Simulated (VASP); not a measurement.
A run of VASP 6.6.1 is set up as follows.

Contents of INCAR:

```
PREC = Accurate
ENCUT = 500
EDIFF = 1E-6
ISMEAR = 1
SIGMA = 0.01
LREAL = False
LASPH = True
NELM = 200
ALGO = Normal
ISIF = 2
LWAVE = False
LCHARG = False
LMAXMIX = 4
LDAU = True
LDAUTYPE = 2
LDAUL = 2
LDAUU = 4
LDAUJ = 0
LDAUPRINT = 1
GGA = CA
NBANDS = 12
GGA_COMPAT = False
```

KPOINTS

```
Automatic mesh
0
Gamma
  11 11 11
```

The input POSCAR:

```
Nb
1.0
   -1.6299823056      1.6299823056      1.6299823056
    1.6299823056     -1.6299823056      1.6299823056
    1.6299823056      1.6299823056     -1.6299823056
Nb
1
Direct
    0.0000000000      0.0000000000      0.0000000000
```

Potentials or basis: VASP PAW LDA potentials, release 64 (Nb_sv).

The run is started by

```console
$ cat potpaw_LDA.64/Nb_sv/POTCAR > POTCAR
$ mpirun -np 1 vasp_std > vasp.out
```

Task: Estimate the pressure.

Result: 11.3 GPa.

Eigenvalues of the final occupation matrices:
```csv
site,spin,trace,eigenvalues
site 1 d,1,1.14,0.18 0.18 0.26 0.26 0.26
site 1 d,2,1.14,0.18 0.18 0.26 0.26 0.26
```

Caveat: U without spin polarisation on a metal has little footing; the U is typed as a test and isn't derived for this compound.
